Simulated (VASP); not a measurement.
# Cu in VASP: a series of runs

Runs on Cu. Level: PBE. Tasks: single point.

All numbers are computed with VASP 6.6.1; they aren't measurements. Logs are shortened: lines on timing, memory, paths and dates and some standing lists are left out, and cuts for length are marked.

### 1 The cell of the first run

The cell holds a slab with vacuum, 4 atoms: a = 2.567 Å, b = 2.567 Å, c = 22.287 Å, α = 90.00°, β = 90.00°, γ = 120.00°.

### 2 Single point, PBE

The input, INCAR:

```
SYSTEM = Cu
PREC = Accurate
ENCUT = 520
EDIFF = 1E-7
ISMEAR = -1
SIGMA = 0.1
LREAL = .FALSE.
LASPH = .TRUE.
NELM = 100
ALGO = Normal
ISIF = 2
LWAVE = .FALSE.
LCHARG = .FALSE.
LDIPOL = .TRUE.
IDIPOL = 3
DIPOL = 0.5 0.5 0.500
GGA = PE
NBANDS = 30
```

The input, KPOINTS:

```
regular mesh
0
G
  15 15 1
  0 0 0
```

The input, POSCAR:

```
Cu
1.0
    2.5665139637      0.0000000000      0.0000000000
   -1.2832569818      2.2226662917      0.0000000000
    0.0000000000      0.0000000000     22.2866000000
Cu
4
Direct
    0.0000000000      0.0000000000      0.3589589792
    0.3333333340      0.6666666660      0.4529863260
    0.6666666670      0.3333333330      0.5470136734
    0.0000000000      0.0000000000      0.6410410208
```

Potentials or basis: VASP PAW PBE potentials, release 64 (Cu).

Started as:

```console
$ cat potpaw_PBE.64/Cu/POTCAR > POTCAR
$ mpirun -np 1 vasp_std > vasp.out
```

OUTCAR:

```text
SYSTEM = Cu
   PREC = Accurate
   ENCUT = 520
   EDIFF = 1E-7
   ISMEAR = -1
   LREAL = .FALSE.
   LASPH = .TRUE.
   NELM = 100
   ISIF = 2
   GGA = PE

 ion  position               nearest neighbor table
   1  0.000  0.000  0.359-   2 2.57   2 2.57   2 2.57
   2  0.333  0.667  0.453-   1 2.57   1 2.57   1 2.57   3 2.57   3 2.57   3 2.57
   3  0.667  0.333  0.547-   2 2.57   4 2.57   4 2.57   2 2.57   2 2.57   4 2.57
   4  0.000  0.000  0.641-   3 2.57   3 2.57   3 2.57

  LATTYP: Found a hexagonal cell.
 ALAT       =     2.5665139637
 C/A-ratio  =     8.6836075374

  Lattice vectors:

 A1 = (   2.5665139637,   0.0000000000,   0.0000000000)
 A2 = (  -1.2832569818,   2.2226662917,   0.0000000000)
 A3 = (   0.0000000000,   0.0000000000,  22.2866000000)

Analysis of symmetry for initial positions (statically):
=====================================================================
 Subroutine PRICEL returns:
 Original cell was already a primitive cell.

 Routine SETGRP: Setting up the symmetry group for a
 hexagonal supercell.

 Subroutine GETGRP returns: Found 12 space group operations
 (whereof 12 operations were pure point group operations)
 out of a pool of 24 trial point group operations.

The static configuration has the point symmetry D_3d.

Analysis of symmetry for dynamics (positions and initial velocities):
=====================================================================
 Subroutine PRICEL returns:
 Original cell was already a primitive cell.

 Routine SETGRP: Setting up the symmetry group for a
 hexagonal supercell.

 Subroutine GETGRP returns: Found 12 space group operations
 (whereof 12 operations were pure point group operations)
 out of a pool of 24 trial point group operations.

The dynamic configuration has the point symmetry D_3d.

 Subroutine INISYM returns: Found 12 space group operations
 (whereof 12 operations are pure point group operations),
 and found     1 'primitive' translations

----------------------------------------------------------------------------------------

                                     Primitive cell

  volume of cell :     127.1340

  direct lattice vectors                    reciprocal lattice vectors
     2.566513964  0.000000000  0.000000000     0.389633571  0.224955047  0.000000000
    -1.283256982  2.222666292  0.000000000     0.000000000  0.449910094  0.000000000
     0.000000000  0.000000000 22.286600000     0.000000000  0.000000000  0.044870012

  length of vectors
     2.566513964  2.566513964 22.286600000     0.449910094  0.449910094  0.044870012

  position of ions in fractional coordinates (direct lattice)
     0.000000000  0.000000000  0.358958979
     0.333333334  0.666666666  0.452986326
     0.666666667  0.333333333  0.547013673
     0.000000000  0.000000000  0.641041021

  ion indices of the primitive-cell ions
   primitive index   ion index
                 1           1
                 2           2
                 3           3
                 4           4

----------------------------------------------------------------------------------------

 KPOINTS: regular mesh

Automatic generation of k-mesh.
 Grid dimensions read from file:
 generate k-points for:   15   15    1

 Generating k-lattice:

  Cartesian coordinates                     Fractional coordinates (reciprocal lattice)
     0.025975571  0.014997003  0.000000000     0.066666667  0.000000000  0.000000000
     0.000000000  0.029994006  0.000000000     0.000000000  0.066666667  0.000000000
     0.000000000  0.000000000  0.044870012     0.000000000  0.000000000  1.000000000

  Length of vectors
     0.029994006  0.029994006  0.044870012

  Shift w.r.t. Gamma in fractional coordinates (k-lattice)
     0.000000000  0.000000000  0.000000000

 Subroutine IBZKPT returns following result:
 ===========================================

 Found     27 irreducible k-points:

 Following reciprocal coordinates:
            Coordinates               Weight
  0.000000  0.000000  0.000000      1.000000
  0.066667  0.000000  0.000000      6.000000
  0.133333  0.000000  0.000000      6.000000
  0.200000  0.000000  0.000000      6.000000
  0.266667  0.000000  0.000000      6.000000
  0.333333 -0.000000  0.000000      6.000000
[... 16 lines left out ...]
  0.333333  0.200000  0.000000     12.000000
  0.400000  0.200000  0.000000      6.000000
 [... further k-points ...]
   k-points           NKPTS =     27   k-points in BZ     NKDIM =     27   number of bands    NBANDS=     30
   number of dos      NEDOS =    301   number of ions     NIONS =      4
   total plane-waves  NPLWV =  67200
   dimension x,y,z NGX =    20 NGY =   20 NGZ =  168
   dimension x,y,z NGXF=    40 NGYF=   40 NGZF=  336
   ions per type =               4
   NGX,Y,Z   is equivalent  to a cutoff of  12.95, 12.95, 12.53 a.u.
   NGXF,Y,Z  is equivalent  to a cutoff of  25.91, 25.91, 25.06 a.u.
 SYSTEM =  Cu
   PREC   = accura    normal or accurate (medium, high low for compatibility)
   ISTART =      0    job   : 0-new  1-cont  2-samecut
   ICHARG =      2    charge: 1-file 2-atom 10-const
   ISPIN  =      1    spin polarized calculation?
   LNONCOLLINEAR =      F non collinear calculations
   LSORBIT =      F    spin-orbit coupling
   LASPH  =      T    aspherical Exc in radial PAW
   ENCUT  =  520.0 eV  38.22 Ry    6.18 a.u.   4.77  4.77 41.44*2*pi/ulx,y,z
   NELM   =    100;   NELMIN=  2; NELMDL= -5     # of ELM steps
   EDIFF  = 0.1E-06   stopping-criterion for ELM
   LREAL  =      F    real-space projection
   EDIFFG = 0.1E-05   stopping-criterion for IOM
   NSW    =      0    number of steps for IOM
   IBRION =     -1    ionic relax: 0-MD 1-quasi-New 2-CG
   NFREE  =      0    steps in history (QN), initial steepest desc. (CG)
   ISIF   =      2    stress and relaxation
   ISYM   =      2    0-nonsym 1-usesym 2-fastsym
   POTIM  = 0.5000    time-step for ionic-motion
   TEBEG  =    0.0;   TEEND  =   0.0 temperature during run
   PSTRESS=    0.0 pullay stress
   NELECT =      44.0000    total number of electrons
   NUPDOWN=      -1.0000    fix difference up-down
   EMIN   =  10.00;   EMAX   =-10.00  energy-range for DOS
   EFERMI =   0.00;   METHOD = LEGACY
   ISMEAR =    -1;   SIGMA  =   0.10  broadening in eV -4-tet -1-fermi 0-gaus
   EFERMI_NEDOS =   21; number of points for ismear=-14 and -15
   IALGO  =     38    algorithm
   IMIX   =      4    mixing-type and parameters
     AMIX     =   0.40;   BMIX     =  1.00
     AMIX_MAG =   1.60;   BMIX_MAG =  1.00
  volume/ion in A,a.u.               =      31.78       214.49
  Fermi-wavevector in a.u.,A,eV,Ry     =   1.149402  2.172054 17.974986  1.321124
  Thomas-Fermi vector in A             =   2.286071
   LORBIT       =      0    0 simple, 1 ext, 2 COOP (PROOUT), +10 PAW based schemes
   GGA     = PE    functional components
   LHFCALC =     F    Hartree Fock is set to
   AEXX    =    0.0000 exact exchange contribution
   IVDW    =     0    specifies the selected vdW correction
   LEPSILON=     F    determine dielectric tensor
   LRPA    =     F    only Hartree local field effects (RPA)
 non-spin polarized calculation
  energy-cutoff  :      520.00
  volume of cell :      127.13
 maximum number of plane-waves:      3450
 NGX is ok and might be reduce to    20
   NGX =  9   NGY =  9   NGZ = 83

 number of electron      43.9999984 magnetization

 dipolmoment           0.000000      0.000000      0.000000 electrons x Angstroem

 Free energy of the ion-electron system (eV)
  ---------------------------------------------------
  ext. energy  EPLUGINS =         0.00000000
  ---------------------------------------------------
  free energy    TOTEN  =       -14.00531508 eV

  energy without entropy =      -13.95387170  energy(sigma->0) =      -13.97959339

 E-fermi :  -0.1030     XC(G=0):  -5.5779

 val. band max:       -0.1903072138   @ k =   0.4000   0.0667   0.0000
 cond. band min:      -0.0794632186   @ k =   0.1333   0.0667   0.0000
 fundamental gap:      0.1108439952
 Fermi energy:        -0.1029724017

 k-point     1 :       0.0000    0.0000    0.0000
  band No.  band energies     occupation
      1      -8.9557      2.00000
      2      -7.6565      2.00000
      3      -6.0079      2.00000
      4      -5.1958      2.00000
      5      -3.2122      2.00000
      6      -3.1166      2.00000
[... 22 lines left out ...]
     29       5.7410      0.00000
     30       7.6491      0.00000

 k-point     2 :       0.0667    0.0000    0.0000
  band No.  band energies     occupation
      1      -8.8148      2.00000
      2      -7.5212      2.00000
      3      -5.8836      2.00000
      4      -5.0972      2.00000
      5      -3.2502      2.00000
      6      -3.2112      2.00000
[... 22 lines left out ...]
     29       5.8548      0.00000
     30       7.7802      0.00000

 k-point     3 :       0.1333    0.0000    0.0000
  band No.  band energies     occupation
      1      -8.3986      2.00000
      2      -7.1261      2.00000
      3      -5.5307      2.00000
      4      -4.8242      2.00000
      5      -3.4119      2.00000
      6      -3.3334      2.00000
[... 22 lines left out ...]
     29       6.2030      0.00000
     30       8.1745      0.00000

 k-point     4 :       0.2000    0.0000    0.0000
  band No.  band energies     occupation
      1      -7.7312      2.00000
      2      -6.5119      2.00000
      3      -5.0346      2.00000
      4      -4.4617      2.00000
      5      -3.6357      2.00000
      6      -3.4478      2.00000
[... 22 lines left out ...]
     29       6.8000      0.00000
     30       8.8309      0.00000

 k-point     5 :       0.2667    0.0000    0.0000
  band No.  band energies     occupation
      1      -6.8700      2.00000
      2      -5.7851      2.00000
      3      -4.6208      2.00000
      4      -4.2002      2.00000
      5      -3.8268      2.00000
      6      -3.5333      2.00000
[... 22 lines left out ...]
     29       7.6448      0.00000
     30       9.5471      0.00000
[... 526 lines left out ...]
     29       8.8627      0.00000
     30       9.3239      0.00000

 k-point    22 :       0.2667    0.2000    0.0000
  band No.  band energies     occupation
      1      -4.9348      2.00000
      2      -4.5258      2.00000
      3      -4.2440      2.00000
      4      -3.9934      2.00000
      5      -3.8019      2.00000
      6      -3.6053      2.00000
[... 22 lines left out ...]
     29       8.7437      0.00000
     30       9.3639      0.00000

 k-point    23 :       0.3333    0.2000    0.0000
  band No.  band energies     occupation
      1      -4.5242      2.00000
      2      -4.4121      2.00000
      3      -4.1164      2.00000
      4      -4.0798      2.00000
      5      -3.8194      2.00000
      6      -3.6432      2.00000
[... 22 lines left out ...]
     29       8.1676      0.00000
     30       9.1181      0.00000

 k-point    24 :       0.4000    0.2000    0.0000
  band No.  band energies     occupation
      1      -4.4291      2.00000
      2      -4.4087      2.00000
      3      -4.1155      2.00000
      4      -3.9900      2.00000
      5      -3.8683      2.00000
      6      -3.6635      2.00000
[... 22 lines left out ...]
     29       8.1317      0.00000
     30       8.9973      0.00000

 [... further k-points ...]

------------------------ aborting loop because EDIFF is reached ----------------------------------------

 vacuum level on the upper side and lower side of the slab       (xc-potential included)        -0.093        -0.093

  FORCE on cell =-STRESS in cart. coord.  units (eV):
  Direction    XX          YY          ZZ          XY          YZ          ZX
  --------------------------------------------------------------------------------------
  -------------------------------------------------------------------------------------
  Total       -1.0629480     -1.0629480     -0.3507805     -0.0000000      0.0000000      0.0000000
  in kB      -13.3955601    -13.3955601     -4.4206320     -0.0000000      0.0000000      0.0000000
  external PRESSURE =     -10.4039174 kB  Pullay stress =       0.0000000 kB

 VOLUME and BASIS-vectors are now :
 -----------------------------------------------------------------------------
  energy-cutoff  :      520.00
  volume of cell :      127.13
      direct lattice vectors                 reciprocal lattice vectors
     2.566513964  0.000000000  0.000000000     0.389633571  0.224955047  0.000000000
    -1.283256982  2.222666292  0.000000000     0.000000000  0.449910094  0.000000000
     0.000000000  0.000000000 22.286600000     0.000000000  0.000000000  0.044870012

 POSITION                                       TOTAL-FORCE (eV/Angst)
 -----------------------------------------------------------------------------------
      0.00000      0.00000      7.99998        -0.000000     -0.000000      0.068145
      0.00000      1.48178     10.09553         0.000000     -0.000000     -0.050734
      1.28326      0.74089     12.19107        -0.000000      0.000000      0.050734
      0.00000      0.00000     14.28662        -0.000000      0.000000     -0.068145
 -----------------------------------------------------------------------------------
    total drift:                               -0.000000      0.000000      0.000010

  FREE ENERGIE OF THE ION-ELECTRON SYSTEM (eV)
  ---------------------------------------------------
  free  energy   TOTEN  =       -14.0053150758 eV

  energy  without entropy=      -13.9538716957  energy(sigma->0) =      -13.97959339

 vacuum level on the upper side and lower side of the slab         4.585         4.585
```

Wall time 3.7 min (1 thread of Intel Xeon 8259CL, shared host); peak memory 0.28 GiB.

What came out:

- Free energy: -14.0053 eV
- Largest force: 0.068 eV/Å
- Band gap on the k mesh: zero (bands 22 and 23 overlap by 5.23 eV)

Forces on the atoms (eV/Å):
```
Cu   0.000  0.000  0.068
Cu   0.000  0.000 -0.051
Cu   0.000  0.000  0.051
Cu   0.000  0.000 -0.068
```

### 3 Single point, PBE

The input, INCAR:

```
SYSTEM = Cu
  ALGO = Normal
  DIPOL = 0.5 0.5 0.500
  EDIFF = 1E-6
  ENCUT = 520
  GGA = PE
  IDIPOL = 3
  ISIF = 2
  ISMEAR = -1
  LASPH = .True.
  LCHARG = .False.
  LDIPOL = .True.
  LREAL = .False.
  LWAVE = .False.
  NBANDS = 30
  NELM = 100
  PREC = Accurate
  SIGMA = 0.1
```

The input, KPOINTS:

```
k-points
0
Gamma
  15 15 1
  0 0 0
```

The input, POSCAR:

```
Cu
1.0
    2.5665139637      0.0000000000      0.0000000000
   -1.2832569818      2.2226662917      0.0000000000
    0.0000000000      0.0000000000     22.2866000000
Cu
4
Direct
    0.0000000000      0.0000000000      0.3602342432
    0.3333333333      0.6666666667      0.4531632598
    0.6666666667      0.3333333333      0.5468367274
    0.0000000000      0.0000000000      0.6397657690
```

Potentials or basis: VASP PAW PBE potentials, release 64 (Cu).

Started as:

```console
$ cat potpaw_PBE.64/Cu/POTCAR > POTCAR
$ mpirun -np 1 vasp_std > vasp.out
```

Wall time 3.4 min (1 thread of Intel Xeon 8259CL, shared host); peak memory 0.28 GiB.

It converged, with:

```
Free energy            : -14.0066 eV
Largest force          : 0.021 eV/Å
Band gap on the k mesh : zero (bands 22 and 23 overlap by 5.21 eV)
```

Forces in eV/Å, atoms in the order of the input:
```
Cu   0.000  0.000 -0.021
Cu   0.000  0.000 -0.002
Cu   0.000  0.000  0.002
Cu   0.000  0.000  0.021
```

Levels at points of the mesh, in eV from the Fermi level:
```csv
k point,band 20,band 21,band 22,band 23,band 24,band 25
"(0.00, 0.00, 0.00)",-1.74,-1.74,-1.63,-1.63,-1.19,-0.18
```

### 4 Single point, PBE

The input, INCAR:

```
PREC = Accurate ; ENCUT = 520
EDIFF = 1E-6 ; ISMEAR = -1
SIGMA = 0.1 ; LREAL = False
LASPH = True ; NELM = 60
ALGO = Normal ; ISIF = 2
LWAVE = False ; LCHARG = False
LDIPOL = True ; IDIPOL = 3
DIPOL = 0.5 0.5 0.500 ; GGA = PE
NBANDS = 30 ; EFIELD = -0.1
```

The input, KPOINTS:

```
Automatic mesh
0
Gamma
  15 15 1
```

POSCAR is that of step 3.

Potentials or basis: VASP PAW PBE potentials, release 64 (Cu).

Started as:

```console
$ cat potpaw_PBE.64/Cu/POTCAR > POTCAR
$ mpirun -np 1 vasp_std > vasp.out
```

OUTCAR:

```text
PREC = Accurate
   ENCUT = 520
   EDIFF = 1E-6
   ISMEAR = -1
   LREAL = False
   LASPH = True
   NELM = 60
   ISIF = 2
   GGA = PE

 ion  position               nearest neighbor table
   1  0.000  0.000  0.360-   2 2.55   2 2.55   2 2.55
   2  0.333  0.667  0.453-   1 2.55   1 2.55   1 2.55   3 2.56   3 2.56   3 2.56
   3  0.667  0.333  0.547-   4 2.55   4 2.55   4 2.55   2 2.56   2 2.56   2 2.56
   4  0.000  0.000  0.640-   3 2.55   3 2.55   3 2.55

  LATTYP: Found a hexagonal cell.
 ALAT       =     2.5665139637
 C/A-ratio  =     8.6836075374

  Lattice vectors:

 A1 = (   2.5665139637,   0.0000000000,   0.0000000000)
[... 994 lines left out ...]
  -------------------------------------------------------------------------------------
  Total       -0.8688567     -0.8688567      0.1017883     -0.0000000      0.0000000      0.0000000
  in kB      -10.9495690    -10.9495690      1.2827636     -0.0000000      0.0000000      0.0000000
  external PRESSURE =      -6.8721248 kB  Pullay stress =       0.0000000 kB

 VOLUME and BASIS-vectors are now :
 -----------------------------------------------------------------------------
  energy-cutoff  :      520.00
  volume of cell :      127.13
      direct lattice vectors                 reciprocal lattice vectors
     2.566513964  0.000000000  0.000000000     0.389633571  0.224955047  0.000000000
    -1.283256982  2.222666292  0.000000000     0.000000000  0.449910094  0.000000000
     0.000000000  0.000000000 22.286600000     0.000000000  0.000000000  0.044870012

 POSITION                                       TOTAL-FORCE (eV/Angst)
 -----------------------------------------------------------------------------------
      0.00000      0.00000      8.02840        -0.000000      0.000000     -0.023112
     -0.00000      1.48178     10.09947         0.000000     -0.000000     -0.000300
      1.28326      0.74089     12.18713        -0.000000      0.000000      0.003499
      0.00000      0.00000     14.25820        -0.000000      0.000000      0.019913
 -----------------------------------------------------------------------------------
    total drift:                                0.000000     -0.000000      0.000430

  FREE ENERGIE OF THE ION-ELECTRON SYSTEM (eV)
  ---------------------------------------------------
  free  energy   TOTEN  =       -14.0080471229 eV

  energy  without entropy=      -13.9583071550  energy(sigma->0) =      -13.98317714

 vacuum level on the upper side and lower side of the slab         5.147         3.893
```

Run time: 4.9 min. Hardware: 1 thread of Intel Xeon 8259CL, shared host; peak memory 0.28 GiB.

Results:

- Free energy: -14.0080 eV
- Largest force: 0.023 eV/Å
- Band gap on the k mesh: zero (bands 22 and 23 overlap by 5.21 eV)

Forces on the atoms (eV/Å):
```
Cu   0.000  0.000 -0.023
Cu   0.000  0.000  0.000
Cu   0.000  0.000  0.003
Cu   0.000  0.000  0.020
```

Levels at points of the mesh, in eV from the Fermi level:
```
           k point  band 19  band 20  band 21  band 22  band 23  band 24  band 25  band 26
(0.00, 0.00, 0.00)    -2.07    -1.74    -1.74    -1.62    -1.62    -1.19    -0.18     4.08
```

### 5 The runs side by side

| cell | electric field (eV/Å) | gap on the mesh (eV) | largest force (eV/Å) |
| --- | --- | --- | --- |
| a = 2.567, b = 2.567, c = 22.287 Å, angles 90.0, 90.0, 120.0°, 4 atoms, atomic positions A | - | none | 0.07 |
| a = 2.567, b = 2.567, c = 22.287 Å, angles 90.0, 90.0, 120.0°, 4 atoms, atomic positions B | - | none | 0.02 |
| a = 2.567, b = 2.567, c = 22.287 Å, angles 90.0, 90.0, 120.0°, 4 atoms, atomic positions B | -0.1 eV/Å | none | 0.02 |

Alike in all rows: task single point; level PBE; potentials or basis VASP PAW PBE potentials, release 64 (Cu); no spin polarisation; k mesh 15 × 15 × 1; cutoff (eV) 520; smearing fermi-dirac 0.1 eV.

Total energies depend on the potentials used, so only differences within one code and one set of settings carry meaning.
